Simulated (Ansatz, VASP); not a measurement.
**Ga2GeSe2 in VASP and in Ansatz**

```
Ga Ge Se
1.0
     3.89535    0.00000    0.00000
    -1.94768    3.37348    0.00000
     0.00000    0.00000   20.97752
Ga Ge Se
4 2 4
Direct
  0.66667 0.33333 0.63865
  0.33333 0.66667 0.36135
  0.00000 0.00000 0.05871
  0.00000 0.00000 0.94129
  0.33333 0.66667 0.47871
  0.66667 0.33333 0.52129
  0.00000 0.00000 0.30759
  0.00000 0.00000 0.69241
  0.66667 0.33333 0.88732
  0.33333 0.66667 0.11268
```

Alike in both runs: functional PBE; k mesh 12 × 12 × 2; occupations gaussian, width 0.01 eV; no spin polarisation.

Ansatz relaxed the structure, and its values are those at the end. VASP's run is a single point on that final structure, the one shown.

```csv
,VASP,Ansatz
version,VASP 6.6.1,Ansatz 0.2.0
potentials or method,"VASP PAW PBE potentials, release 64 (Ga_d, Ge_d, Se), cutoff 520 eV","scalar-relativistic, plane waves, PAW"
valence electrons in the cell,104,144
```

```tsv
	VASP	Ansatz	Ansatz less VASP
gap on the k mesh at the Fermi level (eV)	0.28	0.30	+0.015
least direct gap on the mesh (eV)	0.28	0.30	+0.015
pressure (GPa)	0.1	0.0	-0.09
rms of the force components (eV/Å)	0.010	0.000	-0.0100
```

With one functional, cell and mesh, what is left measures potentials, basis and numerics. VASP's potentials hold 104 valence electrons a cell and Ansatz's 144, so a difference there can come from the potentials and not from the codes.
